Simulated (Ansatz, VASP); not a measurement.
**One calculation of WC, two programs**

The input INCAR:

```
ALGO = Normal
EDIFF = 1E-6
ENCUT = 600
GGA = PE
GGA_COMPAT = F
ISIF = 2
ISMEAR = 0
LASPH = T
LCHARG = T
LELF = T
LREAL = F
LVHAR = T
LWAVE = F
NBANDS = 16
NELM = 120
PREC = Accurate
SIGMA = 0.1
```

KPOINTS

```
k-points
0
Gamma
  6 6 6
```

POSCAR

```
WC
1.0
    2.9065000100      0.0000000000      0.0000000000
   -1.4532500100      2.5171028500      0.0000000000
    0.0000000000      0.0000000000      2.8366000700
W C
1 1
Direct
    0.0000000000      0.0000000000      0.0000000000
    0.6666666700      0.3333333300      0.5000000000
```

Input for Ansatz:

```yaml
crystal:
  lattice:
    - [2.90650001, 0.0, 0.0]
    - [-1.45325001, 2.51710285, 0.0]
    - [0.0, 0.0, 2.83660007]
  atoms:
    - { symbol: W, position: [0.0, 0.0, 0.0] }
    - { symbol: C, position: [0.66666667, 0.33333333, 0.5] }
basis:
  ecutwfc: 420
kpoints:
  mp_grid: { grid: [6, 6, 6] }
hamiltonian:
  xc: pbe
scf:
  occupations: { method: gaussian, width: 0.1 }
  lower_state_search: "off"
output:
  forces: true
  stress: true
  eigenvalues: true
```

Alike in both runs: task single point; functional PBE; k mesh 6 × 6 × 6; occupations gaussian, width 0.1 eV; no spin polarisation.

|  | VASP | Ansatz |
| --- | --- | --- |
| version | VASP 6.6.1 | Ansatz 0.2.0 |
| potentials or method | VASP PAW PBE potentials, release 64 (W_sv, C), cutoff 600 eV | scalar-relativistic, plane waves, PAW |
| valence electrons in the cell | 18 | 18 |

Ansatz gave:

| Item | Value |
| --- | --- |
| gap on the k mesh at the Fermi level (eV) | none |
| pressure (GPa) | 5.7 |
| traceless stress, the component that is largest in VASP (GPa) | -1.61 |

Question: Estimate VASP's values.

Answer: gap on the k mesh at the Fermi level (eV): none; pressure (GPa): 6.6; traceless stress, the component that is largest in VASP (GPa): -1.40.

A gap of «none» marks a metal or a gap that the smearing closes. With one functional, cell and mesh, what is left measures potentials, basis and numerics.

The k mesh is coarse, so the values compare programs but aren't converged. Spin-orbit coupling is off throughout.
